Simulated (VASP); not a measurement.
# Ag (Imm2) in VASP: notebook

Runs on Ag. Level: PBE. Tasks: single point.

Program: VASP 6.6.1. These are calculated values, not measurements. Logs are shortened: lines on timing, memory, paths and dates and some standing lists are left out, and cuts for length are marked.

## Step 1: The cell of the first run

The structure is orthorhombic, space group Imm2 (No. 44). The conventional cell has a = 5.779 Å, b = 8.172 Å, c = 5.779 Å, α = 90.00°, β = 90.00°, γ = 90.00°. Ag (site symmetry mm2) has 12 Ag at 2.81 to 2.97 Å within 3.7 Å. Ag (site symmetry mm2) has 12 Ag at 2.81 to 2.97 Å within 3.7 Å. Ag (site symmetry 1) has 12 Ag at 2.85 to 2.93 Å within 3.8 Å. Within 3.8 Å of Ag (site symmetry mm2) lie 12 Ag at 2.89 Å. Within 3.8 Å of Ag (site symmetry mm2) lie 12 Ag at 2.89 Å.

## Step 2: Single point, PBE (atom 1 (Ag) moved +0.080 Å towards its neighbour atom 2 (Ag) at 2.889 Å)

INCAR reads:

```
SYSTEM = Ag
ALGO = Fast
EDIFF = 1E-6
ENCUT = 520
GGA = PE
ISIF = 2
ISMEAR = 0
LASPH = .True.
LCHARG = .False.
LREAL = .False.
LWAVE = .False.
NBANDS = 54
NELM = 100
PREC = Accurate
SIGMA = 0.15
```

KPOINTS reads:

```
k-points
0
Gamma
  10 10 10
  0 0 0
```

POSCAR reads:

```
Ag
1.0
    0.0000000000      4.0862000000     -4.0862000000
    4.0862000000      4.0862000000      0.0000000000
    4.0862000000      0.0000000000     -4.0862000000
Ag
8
Direct
    0.5000000000     -0.0138438017      0.5000000000
    0.5000000000      0.5000000000      0.5000000000
    0.0000000000      0.0000000000      0.5000000000
    0.0000000000      0.5000000000      0.5000000000
    0.5000000000      0.0000000000      0.0000000000
    0.5000000000      0.5000000000      0.0000000000
    0.0000000000      0.0000000000      0.0000000000
    0.0000000000      0.5000000000      0.0000000000
```

Potentials or basis: VASP PAW PBE potentials, release 64 (Ag).

The run is started by

```bash
> cat potpaw_PBE.64/Ag/POTCAR > POTCAR
> mpirun -np 1 vasp_std > vasp.out
```

OUTCAR:

```text
SYSTEM = Ag
   EDIFF = 1E-6
   ENCUT = 520
   GGA = PE
   ISIF = 2
   ISMEAR = 0
   LASPH = .True.
   LREAL = .False.
   NELM = 100
   PREC = Accurate

 ion  position               nearest neighbor table
   1  0.500  0.986  0.500-   2 2.81   4 2.85   6 2.85   5 2.85   3 2.85   7 2.89   7 2.89   5 2.93
                             4 2.93   3 2.93   6 2.93   2 2.97
   2  0.500  0.500  0.500-   1 2.81   4 2.89   6 2.89   5 2.89   6 2.89   8 2.89   3 2.89   5 2.89
                             3 2.89   4 2.89   8 2.89   1 2.97
   3  0.000  0.000  0.500-   1 2.85   4 2.89   7 2.89   5 2.89   7 2.89   8 2.89   2 2.89   4 2.89
                             8 2.89   2 2.89   5 2.89   1 2.93
   4  0.000  0.500  0.500-   1 2.85   3 2.89   8 2.89   6 2.89   7 2.89   8 2.89   3 2.89   7 2.89
                             2 2.89   2 2.89   6 2.89   1 2.93
   5  0.500  0.000  0.000-   1 2.85   6 2.89   7 2.89   2 2.89   3 2.89   2 2.89   6 2.89   8 2.89
                             3 2.89   7 2.89   8 2.89   1 2.93
   6  0.500  0.500  0.000-   1 2.85   5 2.89   8 2.89   2 2.89   2 2.89   4 2.89   5 2.89   7 2.89
                             4 2.89   7 2.89   8 2.89   1 2.93
   7  0.000  0.000  0.000-   3 2.89   5 2.89   8 2.89   3 2.89   4 2.89   4 2.89   6 2.89   8 2.89
                             5 2.89   6 2.89   1 2.89   1 2.89
   8  0.000  0.500  0.000-   4 2.89   6 2.89   7 2.89   2 2.89   3 2.89   4 2.89   3 2.89   5 2.89
                             7 2.89   2 2.89   5 2.89   6 2.89

  LATTYP: Found a face centered cubic cell.
 ALAT       =     8.1724000000

  Lattice vectors:

 A1 = (   0.0000000000,   4.0862000000,  -4.0862000000)
 A2 = (   4.0862000000,   4.0862000000,   0.0000000000)
 A3 = (   4.0862000000,   0.0000000000,  -4.0862000000)

Analysis of symmetry for initial positions (statically):
=====================================================================
 Subroutine PRICEL returns:
 Original cell was already a primitive cell.

 Routine SETGRP: Setting up the symmetry group for a
 face centered cubic supercell.

 Subroutine GETGRP returns: Found  4 space group operations
 (whereof  4 operations were pure point group operations)
 out of a pool of 48 trial point group operations.

The static configuration has the point symmetry C_2v.

Analysis of symmetry for dynamics (positions and initial velocities):
=====================================================================
 Subroutine PRICEL returns:
 Original cell was already a primitive cell.

 Routine SETGRP: Setting up the symmetry group for a
 face centered cubic supercell.

 Subroutine GETGRP returns: Found  4 space group operations
 (whereof  4 operations were pure point group operations)
 out of a pool of 48 trial point group operations.

The dynamic configuration has the point symmetry C_2v.

[... 118 lines left out ...]
   POTIM  = 0.5000    time-step for ionic-motion
   TEBEG  =    0.0;   TEEND  =   0.0 temperature during run
   PSTRESS=    0.0 pullay stress
   NELECT =      88.0000    total number of electrons
   NUPDOWN=      -1.0000    fix difference up-down
   EMIN   =  10.00;   EMAX   =-10.00  energy-range for DOS
   EFERMI =   0.00;   METHOD = LEGACY
   ISMEAR =     0;   SIGMA  =   0.15  broadening in eV -4-tet -1-fermi 0-gaus
   EFERMI_NEDOS =   21; number of points for ismear=-14 and -15
   IALGO  =     68    algorithm
   IMIX   =      4    mixing-type and parameters
     AMIX     =   0.40;   BMIX     =  1.00
     AMIX_MAG =   1.60;   BMIX_MAG =  1.00
  volume/ion in A,a.u.               =      17.06       115.11
  Fermi-wavevector in a.u.,A,eV,Ry     =   1.414402  2.672832 27.218893  2.000532
  Thomas-Fermi vector in A             =   2.535948
   LORBIT       =      0    0 simple, 1 ext, 2 COOP (PROOUT), +10 PAW based schemes
   GGA     = PE    functional components
   LHFCALC =     F    Hartree Fock is set to
   AEXX    =    0.0000 exact exchange contribution
   IVDW    =     0    specifies the selected vdW correction
   LEPSILON=     F    determine dielectric tensor
   LRPA    =     F    only Hartree local field effects (RPA)
 non-spin polarized calculation
 RMM-DIIS sequential band-by-band and
 Gauss-broadening in eV      SIGMA  =   0.15
  energy-cutoff  :      520.00
  volume of cell :      136.45
 maximum number of plane-waves:      3708
 NGX is ok and might be reduce to    48
   NGX = 21   NGY = 21   NGZ = 21

 number of electron      87.9999992 magnetization

 Free energy of the ion-electron system (eV)
  ---------------------------------------------------
  ext. energy  EPLUGINS =         0.00000000
  ---------------------------------------------------
  free energy    TOTEN  =       -21.66838968 eV

  energy without entropy =      -21.65042309  energy(sigma->0) =      -21.65940638

 E-fermi :   8.4342     XC(G=0): -12.2069

 val. band max:        8.3915304853   @ k =   0.3000   0.0000  -0.3000
 cond. band min:       8.4729889901   @ k =   0.2000   0.0000  -0.4000
 fundamental gap:      0.0814585048
 Fermi energy:         8.4342115984

 k-point     1 :       0.0000    0.0000    0.0000
  band No.  band energies     occupation
      1       0.6597      2.00000
      2       1.9826      2.00000
      3       1.9837      2.00000
      4       1.9853      2.00000
      5       2.0280      2.00000
      6       2.0289      2.00000
[... 1357 lines left out ...]
     53      15.3688      0.00000
     54      17.0623      0.00000

 [... further k-points ...]
[... 5 lines left out ...]
  --------------------------------------------------------------------------------------
  -------------------------------------------------------------------------------------
  Total        3.9196478      3.9196478      3.9170143      0.0460932      0.0000000      0.0000000
  in kB       46.0223476     46.0223476     45.9914275      0.5412010      0.0000000      0.0000000
  external PRESSURE =      46.0120409 kB  Pullay stress =       0.0000000 kB

 VOLUME and BASIS-vectors are now :
 -----------------------------------------------------------------------------
  energy-cutoff  :      520.00
  volume of cell :      136.45
      direct lattice vectors                 reciprocal lattice vectors
     0.000000000  4.086200000 -4.086200000    -0.122363076  0.122363076 -0.122363076
     4.086200000  4.086200000  0.000000000     0.122363076  0.122363076  0.122363076
     4.086200000  0.000000000 -4.086200000     0.122363076 -0.122363076 -0.122363076

 POSITION                                       TOTAL-FORCE (eV/Angst)
 -----------------------------------------------------------------------------------
      6.07273      6.07273     -4.08620         0.327047      0.327047      0.000000
      4.08620      4.08620     -4.08620        -0.184683     -0.184683      0.000000
      2.04310      0.00000     -2.04310         0.009693     -0.085352      0.095498
      4.08620      2.04310     -2.04310        -0.085352      0.009693     -0.095498
      0.00000      2.04310     -2.04310        -0.085352      0.009693      0.095498
      2.04310      4.08620     -2.04310         0.009693     -0.085352     -0.095498
      0.00000      0.00000      0.00000         0.009821      0.009821      0.000000
      2.04310      2.04310      0.00000        -0.000867     -0.000867      0.000000
 -----------------------------------------------------------------------------------
    total drift:                               -0.000010     -0.000010     -0.000000

  FREE ENERGIE OF THE ION-ELECTRON SYSTEM (eV)
  ---------------------------------------------------
  free  energy   TOTEN  =       -21.6683896792 eV

  energy  without entropy=      -21.6504230894  energy(sigma->0) =      -21.65940638
```

stdout:

```text
POSCAR found type information on POSCAR Ag
 POSCAR found :  1 types and       8 ions
 scaLAPACK will be used
 LDA part: xc-table for (Slater+PW92), standard interpolation
 POSCAR, INCAR and KPOINTS ok, starting setup
 FFT: planning ... GRIDC
 FFT: planning ... GRID_SOFT
 FFT: planning ... GRID
 WAVECAR not read
 entering main loop
```

Wall time 28 min (1 thread of Oxide Virtual Turin-like, shared host); peak memory 0.88 GiB.

What came out:

```
Free energy            : -21.6684 eV
Pressure               : 4.6 GPa
Largest force          : 0.463 eV/Å
Band gap on the k mesh : zero (bands 44 and 45 overlap by 1.54 eV)
```

Forces on the atoms (eV/Å):
```
Ag   0.327  0.327  0.000
Ag  -0.185 -0.185  0.000
Ag   0.010 -0.085  0.095
Ag  -0.085  0.010 -0.095
Ag  -0.085  0.010  0.095
Ag   0.010 -0.085 -0.095
Ag   0.010  0.010  0.000
Ag  -0.001 -0.001  0.000
```

Stress tensor (GPa, compression positive):
```
4.60 0.05 0.00
0.05 4.60 0.00
0.00 0.00 4.60
```

Levels at points of the mesh, in eV from the Fermi level:
```
           k point  band 41  band 42  band 43  band 44  band 45  band 46  band 47  band 48
(0.00, 0.00, 0.00)    -2.78    -0.41    -0.41    -0.40    -0.40     1.60     1.60     1.60
(0.50, 0.00, 0.00)    -2.93    -2.92     0.96     0.97     1.00     1.00     1.04     1.05
(0.00, 0.50, 0.00)    -2.93    -2.92     0.97     0.99     1.00     1.00     1.02     1.04
(0.50, 0.50, 0.00)    -2.78    -2.78    -0.59    -0.56    -0.55    -0.53     5.91     5.91
(0.50, 0.00, 0.50)    -2.78    -2.78    -0.60    -0.56    -0.56    -0.52     5.94     5.94
```

Caveat: the cell differs from its parent crystal (atom 1 (Ag) moved +0.080 Å towards its neighbour atom 2 (Ag) at 2.889 Å); the cell stands under pressure.

## Step 3: Single point, PBE (atom 1 (Ag) moved +0.090 Å towards its neighbour atom 2 (Ag) at 2.889 Å)

INCAR reads:

```
PREC     = Accurate       # precision mode
ENCUT    = 520            # plane-wave cutoff, eV
EDIFF    = 1E-7           # SCF threshold, eV
ISMEAR   = 0              # smearing method
SIGMA    = 0.15           # smearing width, eV
LREAL    = F              # projectors in reciprocal space
LASPH    = T              # aspherical terms in the spheres
NELM     = 80             # most SCF steps
ALGO     = Fast           # electronic algorithm
ISIF     = 2              # what is computed and relaxed
LWAVE    = F              # write WAVECAR
LCHARG   = F              # write CHGCAR
GGA      = PE             # functional
NBANDS   = 54             # bands
```

KPOINTS reads:

```
regular mesh
0
Gamma
  10 10 10
```

POSCAR, as its differences from that of step 2:

```diff
@@ -8,3 +8,3 @@
 Direct
-    0.5000000000     -0.0138438017      0.5000000000
+    0.5000000000     -0.0155742769      0.5000000000
     0.5000000000      0.5000000000      0.5000000000
```

Potentials or basis: VASP PAW PBE potentials, release 64 (Ag).

The run is started by

```bash
> cat potpaw_PBE.64/Ag/POTCAR > POTCAR
> mpirun -np 1 vasp_std > vasp.out
```

Run time: 42 min. Hardware: 1 thread of Oxide Virtual Turin-like, shared host; peak memory 0.88 GiB.

It converged, with:

- Free energy: -21.6635 eV
- Pressure: 4.6 GPa
- Largest force: 0.522 eV/Å
- Band gap on the k mesh: zero (bands 44 and 45 overlap by 1.54 eV)

Forces in eV/Å, atoms in the order of the input:
```
Ag   0.369  0.369  0.000
Ag  -0.209 -0.209  0.000
Ag   0.011 -0.096  0.107
Ag  -0.096  0.011 -0.107
Ag  -0.096  0.011  0.107
Ag   0.011 -0.096 -0.107
Ag   0.011  0.011  0.000
Ag  -0.001 -0.001  0.000
```

Stress tensor (GPa, compression positive):
```
4.62 0.07 0.00
0.07 4.62 0.00
0.00 0.00 4.61
```

Levels at points of the mesh, in eV from the Fermi level:
| k point | band 41 | band 42 | band 43 | band 44 | band 45 | band 46 | band 47 | band 48 |
| --- | --- | --- | --- | --- | --- | --- | --- | --- |
| (0.00, 0.00, 0.00) | -2.78 | -0.41 | -0.41 | -0.40 | -0.40 | 1.60 | 1.60 | 1.61 |
| (0.50, 0.00, 0.00) | -2.93 | -2.92 | 0.95 | 0.96 | 1.00 | 1.00 | 1.05 | 1.05 |
| (0.00, 0.50, 0.00) | -2.93 | -2.92 | 0.96 | 0.98 | 1.00 | 1.00 | 1.02 | 1.05 |
| (0.50, 0.50, 0.00) | -2.78 | -2.78 | -0.59 | -0.56 | -0.55 | -0.53 | 5.90 | 5.90 |
| (0.50, 0.00, 0.50) | -2.78 | -2.78 | -0.60 | -0.56 | -0.56 | -0.51 | 5.94 | 5.94 |

Caveat: the cell differs from its parent crystal (atom 1 (Ag) moved +0.090 Å towards its neighbour atom 2 (Ag) at 2.889 Å); the cell stands under pressure.

The gap in the log of VASP goes by the Fermi energy; the results here count the filled bands.